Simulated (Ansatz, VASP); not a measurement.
**Hf4N: VASP beside Ansatz**

```
Hf N
1.0
    -2.24674    2.24674    4.59963
     2.24674   -2.24674    4.59963
     2.24674    2.24674   -4.59963
Hf N
4 1
Direct
  0.00000 0.50000 0.50000
  0.50000 0.00000 0.50000
  0.24132 0.24132 0.00000
  0.75869 0.75869 0.00000
  0.00000 0.00000 0.00000
```

Alike in both runs: functional PBE; k mesh 12 × 12 × 12; occupations gaussian, width 0.1 eV; no spin polarisation.

Ansatz relaxed the structure, and its values are those at the end. VASP's run is a single point on that final structure, the one shown.

|  | VASP | Ansatz |
| --- | --- | --- |
| version | VASP 6.6.1 | Ansatz 0.2.0 |
| potentials or method | VASP PAW PBE potentials, release 64 (Hf_pv, N), cutoff 520 eV | scalar-relativistic, plane waves, PAW |
| valence electrons in the cell | 45 | 109 |

```tsv
	VASP	Ansatz	Ansatz less VASP
gap on the k mesh at the Fermi level (eV)	none	none	-
pressure (GPa)	-0.8	0.0	+0.83
rms of the force components (eV/Å)	0.027	0.001	-0.0261
```

A gap of «none» marks a metal or a gap that the smearing closes. VASP's potentials hold 45 valence electrons a cell and Ansatz's 109, so a difference there can come from the potentials and not from the codes.

Spin-orbit coupling is off throughout.
